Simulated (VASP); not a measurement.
Write the native input for VASP 6.6.1 that does the following.

```yaml
Task: single point
Functional: PBE
Potentials_or_basis: VASP PAW PBE potentials, release 64 (Rb_sv)
Cutoff: 520 eV
k_mesh: 9 × 9 × 1
Occupations: gaussian, width 0.1 eV
Spin: no spin polarisation
Dipole_correction: no
Further_INCAR_settings: ALGO = Normal; EDIFF = 1e-06; NBANDS = 50
```

The structure of Rb lies in POSCAR:

```
Rb
1.0
    5.1734418504      0.0000000000      0.0000000000
   -2.5867209252      4.4803320674      0.0000000000
    0.0000000000      0.0000000000     36.8657139115
Rb
9
Direct
    0.0000000000      0.0000000000      0.0000000000
    0.0000000000      0.0000000000      0.7778108300
    0.3333333333      0.6666666667      0.8888558367
    0.6666666667      0.3333333333      0.3333333333
    0.6666666667      0.3333333333      0.1111441633
    0.0000000000      0.0000000000      0.2221891700
    0.3333333333      0.6666666667      0.6666666667
    0.3333333333      0.6666666667      0.4444774966
    0.6666666667      0.3333333333      0.5555225034
```

This cell differs from its parent crystal: biaxial strain in the a-b plane: +3.0 %.

These files were run (other wordings do the same):

INCAR

```
PREC = Accurate
ENCUT = 520
EDIFF = 1E-6
ISMEAR = 0
SIGMA = 0.1
LREAL = F
LASPH = T
NELM = 100
ALGO = Normal
ISIF = 2
LWAVE = F
LCHARG = F
GGA = PE
NBANDS = 50
```

KPOINTS

```
regular mesh
0
Gamma
  9 9 1
```

Potentials or basis: VASP PAW PBE potentials, release 64 (Rb_sv).

Launch:

```console
$ cat potpaw_PBE.64/Rb_sv/POTCAR > POTCAR
$ mpirun -np 1 vasp_std > vasp.out
```

It gave:

- Pressure: -0.1 GPa

Caveat: the cell differs from its parent crystal (biaxial strain in the a-b plane: +3.0 %).

It took 9.4 min on 1 thread of Intel(R) Xeon(R) Platinum 8259CL CPU @ 2.50GHz (Skylake/Cascade Lake), with other jobs on the host, peak memory 0.99 GiB.
